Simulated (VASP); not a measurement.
Input of a VASP 6.6.1 run:

The input INCAR:

```
PREC     = Accurate       # precision mode
ENCUT    = 520            # plane-wave cutoff, eV
EDIFF    = 1E-8           # SCF threshold, eV
ISMEAR   = -1             # smearing method
SIGMA    = 0.01           # smearing width, eV
LREAL    = F              # projectors in reciprocal space
LASPH    = T              # aspherical terms in the spheres
NELM     = 120            # most SCF steps
ALGO     = Normal         # electronic algorithm
ISIF     = 2              # what is computed and relaxed
LWAVE    = F              # write WAVECAR
LCHARG   = F              # write CHGCAR
GGA      = PS             # functional
LEFG     = T            
NBANDS   = 14             # bands
GGA_COMPAT= F
```

The input KPOINTS:

```
Automatic mesh
0
Gamma
  10 10 10
```

POSCAR

```
HfN
1.0
    0.0000000000      2.2138200000      2.2590000000
    2.2138200000      0.0000000000      2.2590000000
    2.2138200000      2.2138200000      0.0000000000
Hf N
1 1
Direct
    0.0000000000      0.0000000000      0.0000000000
    0.5000000000      0.5000000000      0.5000000000
```

Potentials or basis: VASP PAW PBE potentials, release 64 (Hf_pv, N).

Command:

```console
$ cat potpaw_PBE.64/Hf_pv/POTCAR potpaw_PBE.64/N/POTCAR > POTCAR
$ mpirun -np 1 vasp_std > vasp.out
```

Q: Estimate the pressure.

A: 7.0 GPa.

Electric field gradients, principal values (V/Å²):
```csv
atom,least,middle,greatest (by size)
1 Hf,-39.658,-39.659,79.317
2 N,-3.676,-3.677,7.353
```

Caveat: the cell differs from its parent crystal (equal xx and yy strain of -2 %); without QUAD_EFG the Cq values of the log hold for a quadrupole moment of 1 mb, not for the nuclei; the PAW data sets were made with another functional, which shifts forces and pressure a little.
